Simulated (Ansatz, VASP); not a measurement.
# One calculation of TlInF2, two programs

```
CELL_PARAMETERS angstrom
-3.63374 3.63374 3.07204
3.63374 -3.63374 3.07204
3.63374 3.63374 -3.07204
ATOMIC_POSITIONS crystal
Tl 0.25000 0.25000 0.00000
Tl 0.75000 0.75000 0.00000
In 0.75000 0.25000 0.50000
In 0.25000 0.75000 0.50000
F 0.68130 0.18130 0.86260
F 0.18130 0.31870 0.50000
F 0.31870 0.81870 0.13740
F 0.81870 0.68130 0.50000
```

Alike in both runs: task single point; functional PBE; k mesh 4 × 4 × 4; occupations fermi-dirac, width 0.01 eV; no spin polarisation.

```csv
,VASP,Ansatz
version,VASP 6.6.1,Ansatz 0.2.0
potentials or method,"VASP PAW PBE potentials, release 64 (Tl_d, In_d, F), cutoff 520 eV",PAW plane waves
valence electrons in the cell,80,80
```

```tsv
	VASP	Ansatz	Ansatz less VASP
gap on the k mesh at the Fermi level (eV)	none	none	-
pressure (GPa)	3.1	3.3	+0.16
traceless stress, the component that is largest in VASP (GPa)	3.18	3.16	-0.017
rms of the force components (eV/Å)	0.205	0.199	-0.0059
```

Atom by atom the forces differ by 0.006 eV/Å (rms over components). A gap of «none» marks a metal or a gap that the smearing closes.

Spin-orbit coupling is off throughout.
